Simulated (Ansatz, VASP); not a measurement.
## One calculation of Sc4SiS2, two programs

The input INCAR:

```
PREC = Accurate
ENCUT = 600
EDIFF = 1E-7
ISMEAR = 0
SIGMA = 0.2
LREAL = F
LASPH = T
NELM = 100
ALGO = Normal
ISIF = 3
LWAVE = F
LCHARG = F
GGA = PE
IBRION = 2
NSW = 80
EDIFFG = -0.025
```

The input KPOINTS:

```
Automatic mesh
0
Gamma
  6 4 4
```

POSCAR

```
Sc4SiS2
1.0
   -0.0541621645     -0.0697440714      3.6842639458
    3.5415141240     -5.0461051193      0.0444635357
    3.7700097368      5.2065371240     -0.1510913628
Sc Si S
4 1 2
Direct
    1.0912541265      0.7288699558      0.2912947439
    0.5059059827      0.2914385589      0.2916458484
    0.5277877384      0.7523104488      0.7272755513
   -0.0409113178      0.2307108155      0.7603326273
   -0.0023575749      0.0175803381     -0.0377915665
    0.5020433249      0.4885819620      0.9984237968
    0.4162777202      0.9905079209      0.4688189989
```

Input for Ansatz:

```yaml
crystal:
  lattice:
    - [-0.0541621645, -0.0697440714, 3.6842639458]
    - [3.541514124, -5.0461051193, 0.0444635357]
    - [3.7700097368, 5.206537124, -0.1510913628]
  atoms:
    - { symbol: Sc, position: [1.0912541265, 0.7288699558, 0.2912947439] }
    - { symbol: Sc, position: [0.5059059827, 0.2914385589, 0.2916458484] }
    - { symbol: Sc, position: [0.5277877384, 0.7523104488, 0.7272755513] }
    - { symbol: Sc, position: [-0.0409113178, 0.2307108155, 0.7603326273] }
    - { symbol: Si, position: [-0.0023575749, 0.0175803381, -0.0377915665] }
    - { symbol: S, position: [0.5020433249, 0.488581962, 0.9984237968] }
    - { symbol: S, position: [0.4162777202, 0.9905079209, 0.4688189989] }
basis:
  ecutwfc: 420
kpoints:
  mp_grid: { grid: [6, 4, 4] }
hamiltonian:
  xc: pbe
scf:
  occupations: { method: gaussian, width: 0.2 }
  lower_state_search: "off"
output:
  forces: true
  stress: true
  eigenvalues: true
relax:
  adjacent_minimum: "off"
  f_tol: 0.025
  max_steps: 60
  cell: { stress_tol: 0.25 }
```

Change from the starting cell: cell x1, atoms moved at random (sigma 0.15 Å) and cell strained at random (1.5 %), then relaxed without symmetry.

Alike in both runs: task relaxation of cell and atoms; functional PBE; k mesh 6 × 4 × 4; occupations gaussian, width 0.2 eV; no spin polarisation.

|  | VASP | Ansatz |
| --- | --- | --- |
| version | VASP 6.6.1 | Ansatz 0.2.0 |
| potentials or method | VASP PAW PBE potentials, release 64 (Sc_sv, Si, S), cutoff 600 eV | scalar-relativistic, plane waves, PAW |
| valence electrons in the cell | 60 | 60 |

|  | VASP | Ansatz | Ansatz less VASP |
| --- | --- | --- | --- |
| gap on the k mesh at the Fermi level, each at its own relaxed structure (eV) | none | none | - |
| relaxed volume (Å³/atom) | 20.37 | 20.31 | -0.063 |
| relaxed length of the cell vector where the two differ most in proportion (Å) | 6.376 | 6.368 | -0.0076 |

A gap of «none» marks a metal or a gap that the smearing closes.
